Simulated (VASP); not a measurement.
# ErH (Fm-3m) in VASP: a series of runs

ErH is run at these levels: PBEsol; tasks: single point.

Everything below comes from runs of VASP 6.6.1. Logs are shortened: lines on timing, memory, paths and dates and some standing lists are left out, and cuts for length are marked.

### 1 The cell of the first run

Symmetry: Fm-3m, No. 225, cubic system. Conventional cell: a = 4.872 Å, b = 4.872 Å, c = 4.872 Å, α = 90.00°, β = 90.00°, γ = 90.00°. Within 3.2 Å of Er (site symmetry m-3m) lie 6 H at 2.44 Å. Within 3.2 Å of H (site symmetry m-3m) lie 6 Er at 2.44 Å.

### 2 Single point, PBEsol, collinear spin, ferromagnetic start

INCAR reads:

```
ALGO = Normal ; EDIFF = 1E-6
ENCUT = 600 ; GGA = PS
GGA_COMPAT = F ; ISIF = 2
ISMEAR = -1 ; ISPIN = 2
LASPH = T ; LCHARG = F
LMAXMIX = 6 ; LORBIT = 11
LREAL = F ; LWAVE = F
MAGMOM = 3 0 ; NBANDS = 22
NELM = 200 ; PREC = Accurate
SIGMA = 0.05
```

KPOINTS reads:

```
k-points
0
Gamma
  6 6 6
```

POSCAR reads:

```
ErH
1.0
    0.0000000000      2.4358500000      2.4358500000
    2.4358500000      0.0000000000      2.4358500000
    2.4358500000      2.4358500000      0.0000000000
Er H
1 1
Direct
    0.0000000000      0.0000000000      0.0000000000
    0.5000000000      0.5000000000      0.5000000000
```

Potentials or basis: VASP PAW PBE potentials, release 64 (Er, H).

The run is started by

```sh
cat potpaw_PBE.64/Er/POTCAR potpaw_PBE.64/H/POTCAR > POTCAR
mpirun -np 1 vasp_std > vasp.out
```

OUTCAR:

```text
EDIFF = 1E-6
   ENCUT = 600
   GGA = PS
   ISIF = 2
   ISMEAR = -1
   ISPIN = 2
   LASPH = T
   LORBIT = 11
   LREAL = F
   NELM = 200
   PREC = Accurate

 ion  position               nearest neighbor table
   1  0.000  0.000  0.000-
   2  0.500  0.500  0.500-

  LATTYP: Found a face centered cubic cell.
 ALAT       =     4.8717000000

  Lattice vectors:

 A1 = (   0.0000000000,   2.4358500000,   2.4358500000)
 A2 = (   2.4358500000,   0.0000000000,   2.4358500000)
 A3 = (   2.4358500000,   2.4358500000,   0.0000000000)

Analysis of symmetry for initial positions (statically):
=====================================================================
 Subroutine PRICEL returns:
 Original cell was already a primitive cell.

 Routine SETGRP: Setting up the symmetry group for a
 face centered cubic supercell.

 Subroutine GETGRP returns: Found 48 space group operations
 (whereof 48 operations were pure point group operations)
 out of a pool of 48 trial point group operations.

The static configuration has the point symmetry O_h .

Analysis of symmetry for dynamics (positions and initial velocities):
=====================================================================
 Subroutine PRICEL returns:
 Original cell was already a primitive cell.

 Routine SETGRP: Setting up the symmetry group for a
 face centered cubic supercell.

 Subroutine GETGRP returns: Found 48 space group operations
 (whereof 48 operations were pure point group operations)
 out of a pool of 48 trial point group operations.

The dynamic configuration has the point symmetry O_h .

Analysis of structural, dynamic, and magnetic symmetry:
=====================================================================
 Subroutine PRICEL returns:
 Original cell was already a primitive cell.

 Routine SETGRP: Setting up the symmetry group for a
 face centered cubic supercell.

 Subroutine GETGRP returns: Found 48 space group operations
 (whereof 48 operations were pure point group operations)
 out of a pool of 48 trial point group operations.

The overall configuration has the point symmetry O_h .

 Subroutine INISYM returns: Found 48 space group operations
 (whereof 48 operations are pure point group operations),
 and found     1 'primitive' translations

----------------------------------------------------------------------------------------

                                     Primitive cell

  volume of cell :      28.9056

  direct lattice vectors                    reciprocal lattice vectors
     0.000000000  2.435850000  2.435850000    -0.205267155  0.205267155  0.205267155
     2.435850000  0.000000000  2.435850000     0.205267155 -0.205267155  0.205267155
     2.435850000  2.435850000  0.000000000     0.205267155  0.205267155 -0.205267155

  length of vectors
     3.444812106  3.444812106  3.444812106     0.355533142  0.355533142  0.355533142

  position of ions in fractional coordinates (direct lattice)
     0.000000000  0.000000000  0.000000000
     0.500000000  0.500000000  0.500000000

  ion indices of the primitive-cell ions
   primitive index   ion index
                 1           1
                 2           2

----------------------------------------------------------------------------------------

 KPOINTS: k-points

Automatic generation of k-mesh.
 Grid dimensions read from file:
 generate k-points for:    6    6    6

 Generating k-lattice:

  Cartesian coordinates                     Fractional coordinates (reciprocal lattice)
    -0.034211193  0.034211193  0.034211193     0.166666667  0.000000000  0.000000000
     0.034211193 -0.034211193  0.034211193     0.000000000  0.166666667  0.000000000
     0.034211193  0.034211193 -0.034211193     0.000000000  0.000000000  0.166666667

  Length of vectors
     0.059255524  0.059255524  0.059255524

  Shift w.r.t. Gamma in fractional coordinates (k-lattice)
     0.000000000  0.000000000  0.000000000

 Subroutine IBZKPT returns following result:
 ===========================================

 Found     16 irreducible k-points:

 Following reciprocal coordinates:
            Coordinates               Weight
  0.000000  0.000000  0.000000      1.000000
  0.166667  0.000000  0.000000      8.000000
  0.333333  0.000000  0.000000      8.000000
  0.500000  0.000000  0.000000      4.000000
  0.166667  0.166667  0.000000      6.000000
  0.333333  0.166667  0.000000     24.000000
[... 8 lines left out ...]
 -0.333333  0.333333  0.166667     24.000000
 -0.333333  0.500000  0.166667     12.000000
   k-points           NKPTS =     16   k-points in BZ     NKDIM =     16   number of bands    NBANDS=     22
   number of dos      NEDOS =    301   number of ions     NIONS =      2
   total plane-waves  NPLWV =  21952
   dimension x,y,z NGX =    28 NGY =   28 NGZ =   28
   dimension x,y,z NGXF=    56 NGYF=   56 NGZF=   56
   ions per type =               1   1
   NGX,Y,Z   is equivalent  to a cutoff of  13.51, 13.51, 13.51 a.u.
   NGXF,Y,Z  is equivalent  to a cutoff of  27.03, 27.03, 27.03 a.u.
 SYSTEM =  unknown system
   PREC   = accura    normal or accurate (medium, high low for compatibility)
   ISTART =      0    job   : 0-new  1-cont  2-samecut
   ICHARG =      2    charge: 1-file 2-atom 10-const
   ISPIN  =      2    spin polarized calculation?
   LNONCOLLINEAR =      F non collinear calculations
   LSORBIT =      F    spin-orbit coupling
   LASPH  =      T    aspherical Exc in radial PAW
   ENCUT  =  600.0 eV  44.10 Ry    6.64 a.u.   6.88  6.88  6.88*2*pi/ulx,y,z
   NELM   =    200;   NELMIN=  2; NELMDL= -5     # of ELM steps
   EDIFF  = 0.1E-05   stopping-criterion for ELM
   LREAL  =      F    real-space projection
   EDIFFG = 0.1E-04   stopping-criterion for IOM
   NSW    =      0    number of steps for IOM
   IBRION =     -1    ionic relax: 0-MD 1-quasi-New 2-CG
   NFREE  =      0    steps in history (QN), initial steepest desc. (CG)
   ISIF   =      2    stress and relaxation
   ISYM   =      2    0-nonsym 1-usesym 2-fastsym
   POTIM  = 0.5000    time-step for ionic-motion
   TEBEG  =    0.0;   TEEND  =   0.0 temperature during run
   PSTRESS=    0.0 pullay stress
   NELECT =      23.0000    total number of electrons
   NUPDOWN=      -1.0000    fix difference up-down
   EMIN   =  10.00;   EMAX   =-10.00  energy-range for DOS
   EFERMI =   0.00;   METHOD = LEGACY
   ISMEAR =    -1;   SIGMA  =   0.05  broadening in eV -4-tet -1-fermi 0-gaus
   EFERMI_NEDOS =   21; number of points for ismear=-14 and -15
   IALGO  =     38    algorithm
   IMIX   =      4    mixing-type and parameters
     AMIX     =   0.40;   BMIX     =  1.00
     AMIX_MAG =   1.60;   BMIX_MAG =  1.00
  volume/ion in A,a.u.               =      14.45        97.53
  Fermi-wavevector in a.u.,A,eV,Ry     =   1.517016  2.866745 31.311609  2.301338
  Thomas-Fermi vector in A             =   2.626328
   LORBIT       =     11    0 simple, 1 ext, 2 COOP (PROOUT), +10 PAW based schemes
   GGA     = PS    functional components
   LHFCALC =     F    Hartree Fock is set to
   AEXX    =    0.0000 exact exchange contribution
   IVDW    =     0    specifies the selected vdW correction
   LEPSILON=     F    determine dielectric tensor
   LRPA    =     F    only Hartree local field effects (RPA)
 spin polarized calculation
  energy-cutoff  :      600.00
  volume of cell :       28.91
 maximum number of plane-waves:       982
   NGX = 13   NGY = 13   NGZ = 13

 number of electron      23.0000004 magnetization       2.2065413

 Free energy of the ion-electron system (eV)
  ---------------------------------------------------
  ext. energy  EPLUGINS =         0.00000000
  ---------------------------------------------------
  free energy    TOTEN  =        -9.47324322 eV

  energy without entropy =       -9.39955842  energy(sigma->0) =       -9.43640082

 E-fermi :   3.0475     XC(G=0): -11.1376

 val. band max:        3.0440751668   @ k =   0.3333   0.1667   0.0000
 cond. band min:       3.0551014077   @ k =   0.3333   0.1667   0.0000
 fundamental gap:      0.0110262409
 Fermi energy:         3.0474577499

 spin component 1

 k-point     1 :       0.0000    0.0000    0.0000
  band No.  band energies     occupation
      1     -46.1245      1.00000
      2     -19.8449      1.00000
      3     -19.8449      1.00000
      4     -19.8449      1.00000
      5      -4.7590      1.00000
      6       0.4859      1.00000
[... 14 lines left out ...]
     21      15.2069      0.00000
     22      15.2069      0.00000

 k-point     2 :       0.1667    0.0000    0.0000
  band No.  band energies     occupation
      1     -46.1089      1.00000
      2     -20.0699      1.00000
      3     -19.8705      1.00000
      4     -19.8705      1.00000
      5      -4.0441      1.00000
      6       0.5056      1.00000
[... 14 lines left out ...]
     21      16.9740      0.00000
     22      17.4766      0.00000

 k-point     3 :       0.3333    0.0000    0.0000
  band No.  band energies     occupation
      1     -46.0777      1.00000
      2     -20.4899      1.00000
      3     -19.9212      1.00000
      4     -19.9212      1.00000
      5      -2.3392      1.00000
      6       0.5625      1.00000
[... 14 lines left out ...]
     21      19.4482      0.00000
     22      19.4482      0.00000
[... 276 lines left out ...]
 k-point    15 :      -0.3333    0.3333    0.1667
  band No.  band energies     occupation
      1     -46.0468      1.00000
      2     -20.4844      1.00000
      3     -20.2666      1.00000
      4     -20.0681      1.00000
      5      -1.7489      1.00000
      6       0.6532      1.00000
[... 14 lines left out ...]
     21      17.9512      0.00000
     22      21.8140      0.00000

 k-point    16 :      -0.3333    0.5000    0.1667
  band No.  band energies     occupation
      1     -46.0417      1.00000
      2     -20.4835      1.00000
      3     -20.2518      1.00000
      4     -20.1503      1.00000
      5      -2.1993      1.00000
      6       0.6755      1.00000
[... 14 lines left out ...]
     21      17.8378      0.00000
     22      21.9688      0.00000
 Fermi energy:         3.0474577499

 spin component 2

 k-point     1 :       0.0000    0.0000    0.0000
  band No.  band energies     occupation
      1     -45.1108      1.00000
      2     -19.1390      1.00000
      3     -19.1390      1.00000
      4     -19.1390      1.00000
      5      -4.8501      1.00000
      6       2.7275      0.99834
[... 14 lines left out ...]
     21      15.2421      0.00000
     22      15.2421      0.00000

 k-point     2 :       0.1667    0.0000    0.0000
  band No.  band energies     occupation
      1     -45.0936      1.00000
      2     -19.3887      1.00000
      3     -19.1670      1.00000
      4     -19.1670      1.00000
      5      -4.1120      1.00000
      6       2.6634      0.99954
[... 14 lines left out ...]
     21      17.0341      0.00000
     22      17.5085      0.00000

 k-point     3 :       0.3333    0.0000    0.0000
  band No.  band energies     occupation
      1     -45.0590      1.00000
      2     -19.8506      1.00000
      3     -19.2223      1.00000
      4     -19.2223      1.00000
      5      -2.3579      1.00000
      6       2.0292      1.00000
[... 14 lines left out ...]
     21      19.4595      0.00000
     22      19.4595      0.00000
[... 276 lines left out ...]
 k-point    15 :      -0.3333    0.3333    0.1667
  band No.  band energies     occupation
      1     -45.0247      1.00000
      2     -19.8427      1.00000
      3     -19.6027      1.00000
      4     -19.3837      1.00000
      5      -1.7207      1.00000
      6       2.2559      1.00000
[... 14 lines left out ...]
     21      17.9798      0.00000
     22      21.8401      0.00000

 k-point    16 :      -0.3333    0.5000    0.1667
  band No.  band energies     occupation
      1     -45.0191      1.00000
      2     -19.8411      1.00000
      3     -19.5855      1.00000
      4     -19.4743      1.00000
      5      -2.2057      1.00000
      6       2.4802      0.99999
[... 14 lines left out ...]
     21      17.8802      0.00000
     22      21.9061      0.00000

------------------------ aborting loop because EDIFF is reached ----------------------------------------

  FORCE on cell =-STRESS in cart. coord.  units (eV):
  Direction    XX          YY          ZZ          XY          YZ          ZX
  --------------------------------------------------------------------------------------
  -------------------------------------------------------------------------------------
  Total       -0.4330934     -0.4330934     -0.4330934     -0.0000000      0.0000000      0.0000000
  in kB      -24.0054872    -24.0054872    -24.0054872     -0.0000000      0.0000000      0.0000000
  external PRESSURE =     -24.0054872 kB  Pullay stress =       0.0000000 kB

 VOLUME and BASIS-vectors are now :
 -----------------------------------------------------------------------------
  energy-cutoff  :      600.00
  volume of cell :       28.91
      direct lattice vectors                 reciprocal lattice vectors
     0.000000000  2.435850000  2.435850000    -0.205267155  0.205267155  0.205267155
     2.435850000  0.000000000  2.435850000     0.205267155 -0.205267155  0.205267155
     2.435850000  2.435850000  0.000000000     0.205267155  0.205267155 -0.205267155

 POSITION                                       TOTAL-FORCE (eV/Angst)
 -----------------------------------------------------------------------------------
      0.00000      0.00000      0.00000         0.000000     -0.000000      0.000000
      2.43585      2.43585      2.43585        -0.000000      0.000000      0.000000
 -----------------------------------------------------------------------------------
    total drift:                               -0.000000     -0.000000     -0.000000

  FREE ENERGIE OF THE ION-ELECTRON SYSTEM (eV)
  ---------------------------------------------------
  free  energy   TOTEN  =        -9.4732432238 eV

  energy  without entropy=       -9.3995584218  energy(sigma->0) =       -9.43640082

 total charge

# of ion       s       p       d       f       tot
--------------------------------------------------
    1        2.101   5.757   0.482  11.354  19.693
    2        0.498   0.008   0.000   0.000   0.507
--------------------------------------------------
tot          2.599   5.765   0.482  11.354  20.200

 magnetization (x)

# of ion       s       p       d       f       tot
--------------------------------------------------
    1       -0.004  -0.029  -0.035   2.414   2.346
    2       -0.001  -0.001   0.000   0.000  -0.002
--------------------------------------------------
tot         -0.005  -0.030  -0.035   2.414   2.344
```

It took 2.7 min on 1 thread of Intel Xeon 8259CL, shared host; peak memory 0.2 GiB.

What came out:

| Property | Result |
| --- | --- |
| Free energy | -9.4732 eV |
| Pressure | -2.4 GPa |
| Net moment | 2.21 μB per cell |
| Site moments | Er +2.35; H -0.00 μB |
| Valence electrons inside the program's atomic spheres | Er 19.69; H 0.51 |

Caveat: the k points lie up to 0.37 Å⁻¹ apart; the magnetic or orbital state may not be the lowest; the PAW data sets were made with another functional, which shifts forces and pressure a little; spin-orbit coupling is left out, which moves the levels of the heavy elements; semilocal functionals describe open f shells poorly, which spoils levels, moments and volumes.

(Continued in part 2 of 2.)
